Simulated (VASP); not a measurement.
# SnGe5: single point with PBE

The system is SnGe5.

```
Sn Ge
1.0
     0.00000    4.14655    4.14655
     4.14655    0.00000    4.14655
     4.14655    4.14655    0.00000
Sn Ge
1 5
Direct
  0.00000 0.00000 0.00000
  0.50000 0.50000 0.50000
  0.34595 0.34595 0.34595
  0.34595 0.34595 0.96216
  0.34595 0.96216 0.34595
  0.96216 0.34595 0.34595
```

```
Program             : VASP 6.6.1
Task                : single point
Functional          : PBE
Potentials or basis : VASP PAW PBE potentials, release 64 (Sn_d, Ge_d)
Cutoff              : 520 eV
k mesh              : 4 × 4 × 4
Occupations         : gaussian, width 0.1 eV
Spin                : no spin polarisation
```

```
Pressure               : 24.8 GPa
Largest force          : 3.939 eV/Å
Band gap on the k mesh : zero (band 42 reaches 5.71 eV, above the bottom of band 43 at 5.23 eV)
```

Forces on the atoms (eV/Å):
```
Sn   0.000  0.000  0.000
Ge   0.000  0.000  0.000
Ge   2.274  2.274  2.274
Ge  -2.274 -2.274  2.274
Ge  -2.274  2.274 -2.274
Ge   2.274 -2.274 -2.274
```

Levels at points of the mesh, in eV from the Fermi level:
| k point | band 40 | band 41 | band 42 | band 43 | band 44 | band 45 |
| --- | --- | --- | --- | --- | --- | --- |
| (0.00, 0.00, 0.00) | -1.72 | -1.72 | 0.29 | 0.29 | 0.29 | 2.28 |
| (0.50, 0.00, 0.00) | -1.16 | -1.16 | -0.15 | -0.15 | 0.38 | 1.01 |
| (0.50, 0.50, 0.00) | -2.00 | -0.53 | -0.19 | -0.19 | 1.13 | 1.24 |

Run time: 61 s on 1 thread of Intel(R) Xeon(R) Platinum 8488C (Sapphire Rapids), on a shared host, peak memory 0.32 GiB.

Caveat: spin-orbit coupling is left out, which moves the levels of the heavy elements; forces of over 1 eV/Å act on the atoms, so gaps and moduli don't describe the material at rest.
